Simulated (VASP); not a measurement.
Set up this calculation in VASP 6.6.1, as the native input.

```
Task                               : single point
Functional                         : HSE06
Potentials or basis                : VASP PAW PBE potentials, release 64 (Ga_d, N)
Cutoff                             : 520 eV
k mesh                             : 4 × 4 × 4
Occupations                        : fermi-dirac, width 0.05 eV
Spin                               : no spin polarisation
Dipole correction                  : no
Grid for exact exchange (PRECFOCK) : Normal
Further INCAR settings             : ALGO = Normal; EDIFF = 1e-06; NBANDS = 16
Screening parameter                : 0.2079 1/Å
```

Crystal: GaN (zinc blende type).

```
Ga N
1.0
     0.00000    2.28256    2.28256
     2.28256    0.00000    2.28256
     2.28256    2.28256    0.00000
Ga N
1 1
Direct
  0.00000 0.00000 0.00000
  0.25000 0.25000 0.25000
```

The input as run:

POSCAR

```
GaN
1.0
    0.0000000000      2.2825581951      2.2825581951
    2.2825581951      0.0000000000      2.2825581951
    2.2825581951      2.2825581951      0.0000000000
Ga N
1 1
Direct
    0.0000000000      0.0000000000      0.0000000000
    0.2500000000      0.2500000000      0.2500000000
```

INCAR.step1

```
  PREC = Accurate
  ENCUT = 520
  EDIFF = 1E-5
  ISMEAR = -1
  SIGMA = 0.05
  LREAL = F
  LASPH = T
  NELM = 80
  ALGO = Normal
  ISIF = 2
  LWAVE = T
  LCHARG = F
  GGA = PE
  NBANDS = 16
```

INCAR.step2

```
  PREC = Accurate
  ENCUT = 520
  EDIFF = 1E-6
  ISMEAR = -1
  SIGMA = 0.05
  LREAL = F
  LASPH = T
  NELM = 80
  ALGO = Normal
  ISIF = 2
  LWAVE = F
  LCHARG = F
  GGA = PE
  LHFCALC = T
  HFSCREEN = 0.2079
  PRECFOCK = Normal
  ISTART = 1
  NBANDS = 16
```

KPOINTS

```
Automatic mesh
0
Gamma
  4 4 4
```

Potentials or basis: VASP PAW PBE potentials, release 64 (Ga_d, N).

Launch:

```console
$ cat potpaw_PBE.64/Ga_d/POTCAR potpaw_PBE.64/N/POTCAR > POTCAR
$ cp INCAR.step1 INCAR
$ mpirun -np 1 vasp_std > vasp.out
$ cp INCAR.step2 INCAR
$ mpirun -np 1 vasp_std > vasp.out
```

Results of the run:

* Pressure: -8.1 GPa
* Band gap on the k mesh: 2.72 eV, direct

Caveat: the k points lie up to 0.60 Å⁻¹ apart; the PAW data sets were made with another functional, which shifts forces and pressure a little.

It took 4.4 min on 1 thread of Intel Xeon 6975P-C, on a shared host, peak memory 0.25 GiB.
